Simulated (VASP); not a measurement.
Sn, 2 atoms in the cell. Symmetry: I4_1/amd, No. 141, tetragonal system. Conventional cell: a = 5.839 Å, b = 5.839 Å, c = 3.188 Å, α = 90.00°, β = 90.00°, γ = 90.00°. Sn (site symmetry -4m2) has 10 Sn at 3.03 to 3.77 Å within 4.0 Å. 

```yaml
Program: VASP 6.6.1
Task: density of states
Functional: PBE
Potentials_or_basis: VASP PAW PBE potentials, release 64 (Sn_d)
Cutoff: 520 eV
k_mesh: 12 × 12 × 12
Occupations: fermi-dirac, width 0.15 eV
Spin: no spin polarisation
Dipole_correction: no
k_mesh_for_the_DOS: 18 × 18 × 18
Occupations_for_the_DOS: tetrahedron
Further_INCAR_settings: ALGO = Normal; EDIFF = 1e-06; NBANDS = 21
```

Potentials or basis: VASP PAW PBE potentials, release 64 (Sn_d).

The run is started by

```sh
$ cat potpaw_PBE.64/Sn_d/POTCAR > POTCAR
$ cp INCAR.step1 INCAR
$ cp KPOINTS.step1 KPOINTS
$ mpirun -np 1 vasp_std > vasp.out
$ cp INCAR.step2 INCAR
$ cp KPOINTS.step2 KPOINTS
$ mpirun -np 1 vasp_std > vasp.out
```

Hardware: 1 thread of Intel(R) Xeon(R) 6975P-C (Granite Rapids), on a shared host.

Question: Estimate the wall time of this run.

Answer: It took 4.4 min on 1 thread of Intel(R) Xeon(R) 6975P-C (Granite Rapids) (shared host), peak memory 0.53 GiB. Counts: k points 480.
